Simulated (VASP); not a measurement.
# IrO (Pm-3m) in VASP: a series of runs

The runs below take IrO through single point, relaxation of cell and atoms, with PBE.

Everything below comes from runs of VASP 6.6.1. Logs are shortened: lines on timing, memory, paths and dates and some standing lists are left out, and cuts for length are marked.

## (1) The cell of the first run

Symmetry: Pm-3m, No. 221, cubic system. Conventional cell: a = 2.810 Å, b = 2.810 Å, c = 2.810 Å, α = 90.00°, β = 90.00°, γ = 90.00°. Within 3.2 Å of Ir (site symmetry m-3m) lie 8 O at 2.43 Å and 6 Ir at 2.81 Å. Within 3.2 Å of O (site symmetry m-3m) lie 8 Ir at 2.43 Å and 6 O at 2.81 Å.

## (2) Single point, PBE

Input file INCAR:

```
ALGO = Normal ; EDIFF = 1E-6
ENCUT = 520 ; GGA = PE
ISIF = 2 ; ISMEAR = 0
LASPH = T ; LCHARG = F
LREAL = F ; LWAVE = F
NBANDS = 14 ; NELM = 100
PREC = Accurate ; SIGMA = 0.1
```

Input file KPOINTS:

```
k-points
0
Gamma
  6 6 6
```

Input file POSCAR:

```
IrO
1.0
    2.8103348597      0.0000000000      0.0000000000
    0.0000000000      2.8103348597      0.0000000000
    0.0000000000      0.0000000000      2.8103348597
Ir O
1 1
Direct
    0.0000000000      0.0000000000      0.0000000000
    0.5000000000      0.5000000000      0.5000000000
```

Potentials or basis: VASP PAW PBE potentials, release 64 (Ir, O).

Started as:

```console
$ cat potpaw_PBE.64/Ir/POTCAR potpaw_PBE.64/O/POTCAR > POTCAR
$ mpirun -np 1 vasp_std > vasp.out
```

OUTCAR:

```text
EDIFF = 1E-6
   ENCUT = 520
   GGA = PE
   ISIF = 2
   ISMEAR = 0
   LASPH = T
   LREAL = F
   NELM = 100
   PREC = Accurate

 ion  position               nearest neighbor table
   1  0.000  0.000  0.000-   2 2.43   2 2.43   2 2.43   2 2.43   2 2.43   2 2.43   2 2.43   2 2.43

   2  0.500  0.500  0.500-   1 2.43   1 2.43   1 2.43   1 2.43   1 2.43   1 2.43   1 2.43   1 2.43

  LATTYP: Found a simple cubic cell.
 ALAT       =     2.8103348597

  Lattice vectors:

 A1 = (   2.8103348597,   0.0000000000,   0.0000000000)
 A2 = (   0.0000000000,   2.8103348597,   0.0000000000)
 A3 = (   0.0000000000,   0.0000000000,   2.8103348597)

Analysis of symmetry for initial positions (statically):
=====================================================================
 Subroutine PRICEL returns:
 Original cell was already a primitive cell.

 Routine SETGRP: Setting up the symmetry group for a
 simple cubic supercell.

 Subroutine GETGRP returns: Found 48 space group operations
 (whereof 48 operations were pure point group operations)
 out of a pool of 48 trial point group operations.

The static configuration has the point symmetry O_h .

Analysis of symmetry for dynamics (positions and initial velocities):
=====================================================================
 Subroutine PRICEL returns:
 Original cell was already a primitive cell.

 Routine SETGRP: Setting up the symmetry group for a
 simple cubic supercell.

 Subroutine GETGRP returns: Found 48 space group operations
 (whereof 48 operations were pure point group operations)
 out of a pool of 48 trial point group operations.

The dynamic configuration has the point symmetry O_h .

 Subroutine INISYM returns: Found 48 space group operations
 (whereof 48 operations are pure point group operations),
 and found     1 'primitive' translations

----------------------------------------------------------------------------------------

                                     Primitive cell

  volume of cell :      22.1960

  direct lattice vectors                    reciprocal lattice vectors
     2.810334860  0.000000000  0.000000000     0.355829483  0.000000000  0.000000000
     0.000000000  2.810334860  0.000000000     0.000000000  0.355829483  0.000000000
     0.000000000  0.000000000  2.810334860     0.000000000  0.000000000  0.355829483

  length of vectors
[... 84 lines left out ...]
   ISYM   =      2    0-nonsym 1-usesym 2-fastsym
   POTIM  = 0.5000    time-step for ionic-motion
   TEBEG  =    0.0;   TEEND  =   0.0 temperature during run
   PSTRESS=    0.0 pullay stress
   NELECT =      15.0000    total number of electrons
   NUPDOWN=      -1.0000    fix difference up-down
   EMIN   =  10.00;   EMAX   =-10.00  energy-range for DOS
   EFERMI =   0.00;   METHOD = LEGACY
   ISMEAR =     0;   SIGMA  =   0.10  broadening in eV -4-tet -1-fermi 0-gaus
   EFERMI_NEDOS =   21; number of points for ismear=-14 and -15
   IALGO  =     38    algorithm
   IMIX   =      4    mixing-type and parameters
     AMIX     =   0.40;   BMIX     =  1.00
     AMIX_MAG =   1.60;   BMIX_MAG =  1.00
  volume/ion in A,a.u.               =      11.10        74.89
  Fermi-wavevector in a.u.,A,eV,Ry     =   1.436637  2.714851 28.081433  2.063927
  Thomas-Fermi vector in A             =   2.555804
   LORBIT       =      0    0 simple, 1 ext, 2 COOP (PROOUT), +10 PAW based schemes
   GGA     = PE    functional components
   LHFCALC =     F    Hartree Fock is set to
   AEXX    =    0.0000 exact exchange contribution
   IVDW    =     0    specifies the selected vdW correction
   LEPSILON=     F    determine dielectric tensor
   LRPA    =     F    only Hartree local field effects (RPA)
 non-spin polarized calculation
 Gauss-broadening in eV      SIGMA  =   0.10
  energy-cutoff  :      520.00
  volume of cell :       22.20
 maximum number of plane-waves:       624
 NGX is ok and might be reduce to    24
   NGX = 11   NGY = 11   NGZ = 11

 number of electron      15.0000003 magnetization

 Free energy of the ion-electron system (eV)
  ---------------------------------------------------
  ext. energy  EPLUGINS =         0.00000000
  ---------------------------------------------------
  free energy    TOTEN  =       -11.82767020 eV

  energy without entropy =      -11.81250643  energy(sigma->0) =      -11.82008831

 E-fermi :   8.0087     XC(G=0): -13.2490

 val. band max:        8.0079923745   @ k =   0.5000   0.0000   0.0000
 cond. band min:       8.0497868274   @ k =   0.5000   0.0000   0.0000
 fundamental gap:      0.0417944529
 Fermi energy:         8.0086700197

 k-point     1 :       0.0000    0.0000    0.0000
  band No.  band energies     occupation
      1     -12.4471      2.00000
      2       2.9035      2.00000
      3       2.9035      2.00000
      4       4.2473      2.00000
      5       4.2473      2.00000
      6       4.2473      2.00000
      7       5.7009      2.00000
      8       7.8230      1.99134
      9       7.8230      1.99134
     10       7.8230      1.99134
     11      25.5301      0.00000
     12      25.5301      0.00000
     13      26.0449      0.00000
     14      26.0449      0.00000
[... 309 lines left out ...]
      1     -10.5048      2.00000
      2      -0.1098      2.00000
      3      -0.1098      2.00000
      4      -0.1098      2.00000
      5       9.4122      0.00000
      6       9.4122      0.00000
      7       9.4122      0.00000
      8       9.4398      0.00000
      9       9.4398      0.00000
     10      14.7489      0.00000
     11      14.7489      0.00000
     12      14.7489      0.00000
     13      19.9497      0.00000
     14      29.7717      0.00000

------------------------ aborting loop because EDIFF is reached ----------------------------------------

  FORCE on cell =-STRESS in cart. coord.  units (eV):
  Direction    XX          YY          ZZ          XY          YZ          ZX
  --------------------------------------------------------------------------------------
  -------------------------------------------------------------------------------------
  Total        0.0153701      0.0153701      0.0153701     -0.0000000     -0.0000000      0.0000000
  in kB        1.1094663      1.1094663      1.1094663     -0.0000000     -0.0000000      0.0000000
  external PRESSURE =       1.1094663 kB  Pullay stress =       0.0000000 kB

 VOLUME and BASIS-vectors are now :
 -----------------------------------------------------------------------------
  energy-cutoff  :      520.00
  volume of cell :       22.20
      direct lattice vectors                 reciprocal lattice vectors
     2.810334860  0.000000000  0.000000000     0.355829483  0.000000000  0.000000000
     0.000000000  2.810334860  0.000000000     0.000000000  0.355829483  0.000000000
     0.000000000  0.000000000  2.810334860     0.000000000  0.000000000  0.355829483

 POSITION                                       TOTAL-FORCE (eV/Angst)
 -----------------------------------------------------------------------------------
      0.00000      0.00000      0.00000         0.000000      0.000000      0.000000
      1.40517      1.40517      1.40517         0.000000      0.000000      0.000000
 -----------------------------------------------------------------------------------
    total drift:                                0.000000      0.000000     -0.000000

  FREE ENERGIE OF THE ION-ELECTRON SYSTEM (eV)
  ---------------------------------------------------
  free  energy   TOTEN  =       -11.8276702029 eV

  energy  without entropy=      -11.8125064260  energy(sigma->0) =      -11.82008831
```

OSZICAR:

```text
N       E                     dE             d eps       ncg     rms          rms(c)
DAV:   1     0.107449558235E+03    0.10745E+03   -0.70750E+03   560   0.102E+03
DAV:   2    -0.846886447432E+01   -0.11592E+03   -0.10178E+03   608   0.279E+02
DAV:   3    -0.131930215713E+02   -0.47242E+01   -0.45741E+01   680   0.626E+01
DAV:   4    -0.132404988059E+02   -0.47477E-01   -0.47425E-01   608   0.617E+00
DAV:   5    -0.132412343878E+02   -0.73558E-03   -0.73557E-03   692   0.794E-01    0.137E+01
DAV:   6    -0.127804436835E+02    0.46079E+00   -0.11418E+01   708   0.338E+01    0.131E+01
DAV:   7    -0.118461116413E+02    0.93433E+00   -0.22201E+00   748   0.184E+01    0.596E+00
DAV:   8    -0.118329028622E+02    0.13209E-01   -0.30800E-01   620   0.563E+00    0.108E+00
DAV:   9    -0.118298655586E+02    0.30373E-02   -0.48113E-03   662   0.830E-01    0.536E-01
DAV:  10    -0.118276751588E+02    0.21904E-02   -0.58675E-03   668   0.941E-01    0.589E-02
DAV:  11    -0.118276740267E+02    0.11321E-05   -0.71299E-05   638   0.894E-02    0.368E-02
DAV:  12    -0.118276701076E+02    0.39192E-05   -0.26948E-05   670   0.571E-02    0.334E-03
DAV:  13    -0.118276702029E+02   -0.95360E-07   -0.54488E-07   328   0.900E-03
   1 F= -.11827670E+02 E0= -.11820088E+02  d E =-.151638E-01
```

stdout:

```text
POSCAR found type information on POSCAR IrO
 POSCAR found :  2 types and       2 ions
 scaLAPACK will be used
 LDA part: xc-table for (Slater+PW92), standard interpolation
 POSCAR, INCAR and KPOINTS ok, starting setup
 FFT: planning ... GRIDC
 FFT: planning ... GRID_SOFT
 FFT: planning ... GRID
 WAVECAR not read
 entering main loop
```

It took 5.7 s on 1 thread of Intel Xeon Platinum 8259CL at 2.50GHz (Skylake/Cascade Lake), shared host; peak memory 0.14 GiB.

Results:

```yaml
Free_energy: -11.8277 eV
Pressure: 0.1 GPa
```

Caveat: the k points lie up to 0.37 Å⁻¹ apart; spin-orbit coupling is left out, which moves the levels of the heavy elements; an odd number of electrons without spin polarisation forces a metal; a magnetic or distorted state may lie lower.

[end of part 1 of 2]
